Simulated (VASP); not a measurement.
Here is a VASP 6.6.1 calculation.

File POSCAR:

```
Ca3P2
1.0
    5.3100000000      0.0000000000      0.0000000000
    0.0000000000      5.3100000000      0.0000000000
    0.0000000000      0.0000000000      5.3100000000
Ca P
3 2
Direct
    0.0100000000      0.5000000000      0.5000000000
    0.5000000000      0.0000000000      0.5000000000
    0.5000000000      0.5000000000      0.0000000000
    0.0000000000      0.0000000000      0.0000000000
    0.5000000000      0.5000000000      0.5000000000
```

INCAR.step1

```
SYSTEM = Ca3P2
ALGO = Normal
EDIFF = 1E-4
ENCUT = 520
GGA = PE
ISMEAR = 0
LASPH = .True.
LCHARG = .False.
LREAL = .False.
LWAVE = .True.
NBANDS = 28
NELM = 60
PREC = Accurate
SIGMA = 0.01
```

Contents of INCAR.step2:

```
SYSTEM = Ca3P2
ALGO = Normal
EDIFF = 1E-6
ENCUT = 520
ISIF = 2
ISMEAR = 0
ISTART = 1
LASPH = .True.
LCHARG = .False.
LMIXTAU = .True.
LREAL = .False.
LWAVE = .False.
METAGGA = R2SCAN
NBANDS = 28
NELM = 60
PREC = Accurate
SIGMA = 0.01
```

KPOINTS

```
Automatic mesh
0
Gamma
  2 2 2
  0.5 0.5 0.5
```

Potentials or basis: VASP PAW PBE potentials, release 64 (Ca_sv, P).

Launch:

```sh
$ cat potpaw_PBE.64/Ca_sv/POTCAR potpaw_PBE.64/P/POTCAR > POTCAR
$ cp INCAR.step1 INCAR
$ mpirun -np 1 vasp_std > vasp.out
$ cp INCAR.step2 INCAR
$ mpirun -np 1 vasp_std > vasp.out
```

(1) Predict the pressure.

(2) Estimate the largest force.

Answers

(1) -0.6 GPa.

(2) 0.664 eV/Å.

Caveat: the k points lie up to 0.59 Å⁻¹ apart; the PAW data sets were made with another functional, which shifts forces and pressure a little.
